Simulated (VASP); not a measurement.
# GaN (Pnma) in VASP: single point with r2SCAN+rVV10

Aim: the single point of GaN with r2SCAN+rVV10.

All numbers are computed with VASP 6.6.1; they aren't measurements. Logs are shortened: lines on timing, memory, paths and dates and some standing lists are left out, and cuts for length are marked.

### 1 The cell of the first run

The structure is orthorhombic, space group Pnma (No. 62). The conventional cell has a = 5.847 Å, b = 3.256 Å, c = 5.404 Å, α = 90.00°, β = 90.00°, γ = 90.00°. Within 2.5 Å of Ga (site symmetry m) lie 4 N at 1.87 to 2.04 Å. Within 2.5 Å of N (site symmetry m) lie 4 Ga at 1.87 to 2.04 Å.

### 2 Single point, r2SCAN+rVV10

File POSCAR:

```
GaN
1.0
    5.8474147956      0.0000000000      0.0000000000
    0.0000000000      3.2557433207      0.0000000000
    0.0000000000      0.0000000000      5.4036043367
Ga N
4 4
Direct
    0.8294228241      0.2500000000      0.0978729557
    0.1705771759      0.7500000000      0.9021270443
    0.6705771759      0.7500000000      0.5978729557
    0.3294228241      0.2500000000      0.4021270443
    0.6785830157      0.2500000000      0.4040435085
    0.3214169843      0.7500000000      0.5959564915
    0.8214169843      0.7500000000     -0.0959564915
    0.1785830157      0.2500000000      1.0959564915
```

File INCAR.step1:

```
PREC     = Accurate       # precision mode
ENCUT    = 520            # plane-wave cutoff, eV
ISMEAR   = -1             # smearing method
SIGMA    = 0.03           # smearing width, eV
LREAL    = F              # projectors in reciprocal space
LASPH    = T              # aspherical terms in the spheres
NELM     = 80             # most SCF steps
NBANDS   = 46             # bands
GGA      = PE             # functional
ALGO     = Normal         # electronic algorithm
EDIFF    = 1E-4           # SCF threshold, eV
LWAVE    = T              # write WAVECAR
LCHARG   = F              # write CHGCAR
```

File INCAR.step2:

```
PREC     = Accurate       # precision mode
ENCUT    = 520            # plane-wave cutoff, eV
EDIFF    = 1E-6           # SCF threshold, eV
ISMEAR   = -1             # smearing method
SIGMA    = 0.03           # smearing width, eV
LREAL    = F              # projectors in reciprocal space
LASPH    = T              # aspherical terms in the spheres
NELM     = 80             # most SCF steps
ALGO     = Normal         # electronic algorithm
ISIF     = 2              # what is computed and relaxed
LWAVE    = F              # write WAVECAR
LCHARG   = F              # write CHGCAR
METAGGA  = R2SCAN         # meta-GGA
LMIXTAU  = T            
LUSE_VDW = T            
IVDW_NL  = 2            
BPARAM   = 11.95        
CPARAM   = 0.0093       
NBANDS   = 46             # bands
ISTART   = 1
```

File KPOINTS:

```
Automatic mesh
0
Gamma
  6 8 6
```

Potentials or basis: VASP PAW PBE potentials, release 64 (Ga_d, N).

Command:

```console
$ cat potpaw_PBE.64/Ga_d/POTCAR potpaw_PBE.64/N/POTCAR > POTCAR
$ cp INCAR.step1 INCAR
$ mpirun -np 1 vasp_std > vasp.out
$ cp INCAR.step2 INCAR
$ mpirun -np 1 vasp_std > vasp.out
```

OUTCAR:

```text
PREC = Accurate
   ENCUT = 520
   EDIFF = 1E-6
   ISMEAR = -1
   LREAL = F
   LASPH = T
   NELM = 80
   ISIF = 2
   METAGGA = R2SCAN
   IVDW_NL = 2
   BPARAM = 11.95
   ISTART = 1

 ion  position               nearest neighbor table
   1  0.829  0.250  0.098-   5 1.87   7 1.94   7 1.94   8 2.04   2 2.78   2 2.78
   2  0.171  0.750  0.902-   6 1.87   8 1.94   8 1.94   7 2.04   1 2.78   1 2.78
   3  0.671  0.750  0.598-   7 1.87   5 1.94   5 1.94   6 2.04   4 2.78   4 2.78
   4  0.329  0.250  0.402-   8 1.87   6 1.94   6 1.94   5 2.04   3 2.78   3 2.78
   5  0.679  0.250  0.404-   1 1.87   3 1.94   3 1.94   4 2.04
   6  0.321  0.750  0.596-   2 1.87   4 1.94   4 1.94   3 2.04
   7  0.821  0.750  0.904-   3 1.87   1 1.94   1 1.94   2 2.04
   8  0.179  0.250  0.096-   4 1.87   2 1.94   2 1.94   1 2.04

  LATTYP: Found a simple orthorhombic cell.
 ALAT       =     3.2557433207
 B/A-ratio  =     1.6597144813
 C/A-ratio  =     1.7960306509

  Lattice vectors:

 A1 = (   0.0000000000,   3.2557433207,   0.0000000000)
 A2 = (   0.0000000000,   0.0000000000,   5.4036043367)
 A3 = (   5.8474147956,   0.0000000000,   0.0000000000)

Analysis of symmetry for initial positions (statically):
=====================================================================
 Subroutine PRICEL returns:
 Original cell was already a primitive cell.

 Routine SETGRP: Setting up the symmetry group for a
 simple orthorhombic supercell.

 Subroutine GETGRP returns: Found  8 space group operations
 (whereof  2 operations were pure point group operations)
 out of a pool of  8 trial point group operations.

The static configuration has the point symmetry S_2 .
 The point group associated with its full space group is D_2h.

Analysis of symmetry for dynamics (positions and initial velocities):
=====================================================================
 Subroutine PRICEL returns:
 Original cell was already a primitive cell.

 Routine SETGRP: Setting up the symmetry group for a
 simple orthorhombic supercell.

 Subroutine GETGRP returns: Found  8 space group operations
 (whereof  2 operations were pure point group operations)
 out of a pool of  8 trial point group operations.

The dynamic configuration has the point symmetry S_2 .
 The point group associated with its full space group is D_2h.

 Subroutine INISYM returns: Found  8 space group operations
 (whereof  2 operations are pure point group operations),
 and found     1 'primitive' translations

[... 113 lines left out ...]
   ISYM   =      2    0-nonsym 1-usesym 2-fastsym
   POTIM  = 0.5000    time-step for ionic-motion
   TEBEG  =    0.0;   TEEND  =   0.0 temperature during run
   PSTRESS=    0.0 pullay stress
   NELECT =      72.0000    total number of electrons
   NUPDOWN=      -1.0000    fix difference up-down
   EMIN   =  10.00;   EMAX   =-10.00  energy-range for DOS
   EFERMI =   0.00;   METHOD = LEGACY
   ISMEAR =    -1;   SIGMA  =   0.03  broadening in eV -4-tet -1-fermi 0-gaus
   EFERMI_NEDOS =   21; number of points for ismear=-14 and -15
   IALGO  =     38    algorithm
   IMIX   =      4    mixing-type and parameters
     AMIX     =   0.40;   BMIX     =  1.00
     AMIX_MAG =   1.60;   BMIX_MAG =  1.00
  volume/ion in A,a.u.               =      12.86        86.78
  Fermi-wavevector in a.u.,A,eV,Ry     =   1.453516  2.746747 28.745145  2.112709
  Thomas-Fermi vector in A             =   2.570773
   LORBIT       =      0    0 simple, 1 ext, 2 COOP (PROOUT), +10 PAW based schemes
   METAGGA = R2SCAN    functional components
   LHFCALC =     F    Hartree Fock is set to
   AEXX    =    0.0000 exact exchange contribution
   IVDW_NL    =     2    kernel type
   BPARAM     =11.9500
   IVDW    =     0    specifies the selected vdW correction
   LEPSILON=     F    determine dielectric tensor
   LRPA    =     F    only Hartree local field effects (RPA)
 non-spin polarized calculation
  energy-cutoff  :      520.00
  volume of cell :      102.87
 maximum number of plane-waves:      2800
 NGX is ok and might be reduce to    48
   NGX = 21   NGY = 13   NGZ = 21

 number of electron      72.0000063 magnetization

 Free energy of the ion-electron system (eV)
  ---------------------------------------------------
  ext. energy  EPLUGINS =         0.00000000
  ---------------------------------------------------
  free energy    TOTEN  =       -84.20586144 eV

  energy without entropy =      -84.20586144  energy(sigma->0) =      -84.20586144

 E-fermi :   4.4146     XC(G=0): -11.7861

 val. band max:        3.7923576367   @ k =   0.0000   0.0000   0.0000
 cond. band min:       5.9284679517   @ k =   0.0000   0.0000   0.0000
 fundamental gap:      2.1361103150
 Fermi energy:         4.4145542741

 k-point     1 :       0.0000    0.0000    0.0000
  band No.  band energies     occupation
      1     -12.8870      2.00000
      2     -12.0005      2.00000
      3     -11.8980      2.00000
      4     -11.7184      2.00000
      5     -10.0400      2.00000
      6      -9.9934      2.00000
[... 1165 lines left out ...]
     45      13.7169      0.00000
     46      13.7169      0.00000

 [... further k-points ...]

------------------------ aborting loop because EDIFF is reached ----------------------------------------

  FORCE on cell =-STRESS in cart. coord.  units (eV):
  Direction    XX          YY          ZZ          XY          YZ          ZX
  --------------------------------------------------------------------------------------
  -------------------------------------------------------------------------------------
  Total        0.3548959      0.7665260      0.7038840      0.0000000      0.0000000      0.0000000
  in kB        5.5273123     11.9382285     10.9626129      0.0000000      0.0000000      0.0000000
  external PRESSURE =       9.4760512 kB  Pullay stress =       0.0000000 kB

 VOLUME and BASIS-vectors are now :
 -----------------------------------------------------------------------------
  energy-cutoff  :      520.00
  volume of cell :      102.87
      direct lattice vectors                 reciprocal lattice vectors
     5.847414796  0.000000000  0.000000000     0.171015745  0.000000000  0.000000000
     0.000000000  3.255743321  0.000000000     0.000000000  0.307149521  0.000000000
     0.000000000  0.000000000  5.403604337     0.000000000  0.000000000  0.185061662

 POSITION                                       TOTAL-FORCE (eV/Angst)
 -----------------------------------------------------------------------------------
      4.84998      0.81394      0.52887        -0.005476      0.000000     -0.000371
      0.99744      2.44181      4.87474         0.005476     -0.000000      0.000371
      3.92114      2.44181      3.23067         0.005476      0.000000     -0.000371
      1.92627      0.81394      2.17294        -0.005476      0.000000      0.000371
      3.96796      0.81394      2.18329         0.013743     -0.000000      0.000183
      1.87946      2.44181      3.22031        -0.013743      0.000000     -0.000183
      4.80317      2.44181      4.88509        -0.013743      0.000000      0.000183
      1.04425      0.81394      0.51851         0.013743     -0.000000     -0.000183
 -----------------------------------------------------------------------------------
    total drift:                               -0.000000      0.000000      0.000000

  FREE ENERGIE OF THE ION-ELECTRON SYSTEM (eV)
  ---------------------------------------------------
  free  energy   TOTEN  =       -84.2058614381 eV

  energy  without entropy=      -84.2058614381  energy(sigma->0) =      -84.20586144
```

OSZICAR.step1:

```text
N       E                     dE             d eps       ncg     rms          rms(c)
DAV:   1     0.805392038476E+03    0.80539E+03   -0.33186E+04  8124   0.281E+03
DAV:   2     0.106554742048E+03   -0.69884E+03   -0.66169E+03  7622   0.710E+02
DAV:   3    -0.434390905999E+02   -0.14999E+03   -0.14545E+03  8554   0.219E+02
DAV:   4    -0.561046388765E+02   -0.12666E+02   -0.12550E+02  9416   0.658E+01
DAV:   5    -0.565070691121E+02   -0.40243E+00   -0.40174E+00  9438   0.119E+01    0.161E+01
DAV:   6    -0.471732536845E+02    0.93338E+01   -0.28224E+01 13844   0.583E+01    0.427E+00
DAV:   7    -0.475257048692E+02   -0.35245E+00   -0.48481E+00  8218   0.118E+01    0.402E+00
DAV:   8    -0.474999643581E+02    0.25741E-01   -0.50149E-01 11236   0.829E+00    0.109E+00
DAV:   9    -0.474694728306E+02    0.30492E-01   -0.18093E-01 11422   0.506E+00    0.455E-01
DAV:  10    -0.474721610891E+02   -0.26883E-02   -0.18921E-02  8118   0.111E+00    0.176E-01
DAV:  11    -0.474728282888E+02   -0.66720E-03   -0.42520E-03  9432   0.773E-01    0.769E-02
DAV:  12    -0.474728281566E+02    0.13223E-06   -0.64594E-04  8786   0.190E-01
   1 F= -.47472828E+02 E0= -.47472828E+02  d E =-.197834E-10
```

Run time: 27 min. Hardware: 1 thread of Intel Xeon 8259CL, shared host; peak memory 0.59 GiB.

Results:

- Free energy: -84.2059 eV
- Pressure: 0.9 GPa
- Largest force: 0.014 eV/Å
- Band gap on the k mesh: 2.14 eV

Forces in eV/Å, atoms in the order of the input:
```
Ga  -0.005  0.000  0.000
Ga   0.005  0.000  0.000
Ga   0.005  0.000  0.000
Ga  -0.005  0.000  0.000
N    0.014  0.000  0.000
N   -0.014  0.000  0.000
N   -0.014  0.000  0.000
N    0.014  0.000  0.000
```

Levels at points of the mesh, in eV from the valence-band top:
```tsv
k point	band 33	band 34	band 35	band 36	band 37	band 38	band 39	band 40
(0.00, 0.00, 0.00)	-0.45	-0.31	-0.28	0.00	2.14	5.21	5.48	5.83
(0.50, 0.00, 0.00)	-0.78	-0.78	-0.33	-0.33	4.33	4.33	4.95	4.95
(0.00, 0.50, 0.00)	-2.50	-2.50	-1.04	-1.04	5.20	5.20	6.79	6.79
(0.50, 0.50, 0.00)	-1.39	-1.39	-1.39	-1.39	5.77	5.77	5.77	5.77
(0.00, 0.00, 0.50)	-0.92	-0.92	-0.72	-0.72	4.73	4.73	6.04	6.04
(0.50, 0.00, 0.50)	-0.79	-0.79	-0.58	-0.58	4.55	4.55	5.36	5.36
(0.00, 0.50, 0.50)	-1.30	-1.30	-0.47	-0.47	5.77	5.77	6.01	6.01
(0.50, 0.50, 0.50)	-1.64	-1.64	-1.64	-1.64	5.53	5.53	5.53	5.53
```

Caveat: the PAW data sets were made with another functional, which shifts forces and pressure a little. A k mesh can miss the band edges.
